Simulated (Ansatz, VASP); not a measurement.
**Two plane-wave programs on ScBPd3**

INCAR

```
SYSTEM = ScBPd3
PREC = Accurate ; ENCUT = 520
EDIFF = 1E-7 ; ISMEAR = 1
SIGMA = 0.05 ; LREAL = .False.
LASPH = .True. ; NELM = 80
ALGO = Normal ; ISIF = 2
LWAVE = .False. ; LCHARG = .False.
GGA = PE ; NBANDS = 30
```

The input KPOINTS:

```
regular mesh
0
Gamma
  6 6 6
  0 0 0
```

File POSCAR:

```
ScBPd3
1.0
    4.2349570000      0.0000000000      0.0000000000
    0.0000000000      4.2349570000      0.0000000000
    0.0000000000      0.0000000000      4.2349570000
Sc B Pd
1 1 3
Direct
    0.0000000000      0.0000000000      0.0000000000
    0.5000000000      0.5000000000      0.5000000000
    0.0000000000      0.5000000000      0.5000000000
    0.5000000000      0.5000000000      0.0000000000
    0.5000000000      0.0000000000      0.5000000000
```

Input for Ansatz:

```yaml
crystal:
  lattice:
    - [4.234957, 0.0, 0.0]
    - [0.0, 4.234957, 0.0]
    - [0.0, 0.0, 4.234957]
  atoms:
    - { symbol: Sc, position: [0.0, 0.0, 0.0] }
    - { symbol: B, position: [0.5, 0.5, 0.5] }
    - { symbol: Pd, position: [0.0, 0.5, 0.5] }
    - { symbol: Pd, position: [0.5, 0.5, 0.0] }
    - { symbol: Pd, position: [0.5, 0.0, 0.5] }
basis:
  ecutwfc: 420.0
kpoints:
  mp_grid:
    grid: [6, 6, 6]
    shift: [0.0, 0.0, 0.0]
hamiltonian:
  xc: pbe
scf:
  occupations:
    method: methfessel_paxton
    width: 0.05
output:
  stress: true
```

Alike in both runs: task single point; functional PBE; k mesh 6 × 6 × 6; occupations methfessel-paxton of order 1, width 0.05 eV; no spin polarisation.

```csv
,VASP,Ansatz
version,VASP 6.6.1,Ansatz 0.2.0
potentials or method,"VASP PAW PBE potentials, release 64 (Sc_sv, B, Pd), cutoff 520 eV","plane waves, PAW"
valence electrons in the cell,44,68
```

Ansatz gave:

* pressure (GPa): -0.9

Estimate VASP's values.

pressure (GPa): -0.8.

VASP's potentials hold 44 valence electrons a cell and Ansatz's 68, so a difference there can come from the potentials and not from the codes.
